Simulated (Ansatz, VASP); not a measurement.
# CdF2 in VASP and in Ansatz

```
Cd F
1.0
     0.00000    2.69400    2.69400
     2.69400    0.00000    2.69400
     2.69400    2.69400    0.00000
Cd F
1 2
Cartesian
  0.0000 0.0000 0.0000
  1.3470 1.3470 1.3470
  4.0410 4.0410 4.0410
```

Alike in both runs: task electric field gradients; functional LDA; k mesh 8 × 8 × 8; occupations fermi-dirac, width 0.02 eV; no spin polarisation.

|  | VASP | Ansatz |
| --- | --- | --- |
| version | VASP 6.6.1 | Ansatz 0.2.0 |
| potentials or method | VASP PAW LDA potentials, release 64 (Cd, F), cutoff 520 eV | all-electron PAW with datasets made for the crystal, scalar-relativistic |

Ansatz gave:

```
gap on the k mesh at the Fermi level (eV) : 2.80
pressure (GPa)                            : -5.7
```

Question: Estimate VASP's values.

Answer: gap on the k mesh at the Fermi level (eV): 2.80; pressure (GPa): -4.7.

LDA's correlation is that of Perdew and Zunger in VASP and of Perdew and Wang (1992) in Ansatz. Ansatz ran all-electron here, and VASP with PAW potentials.
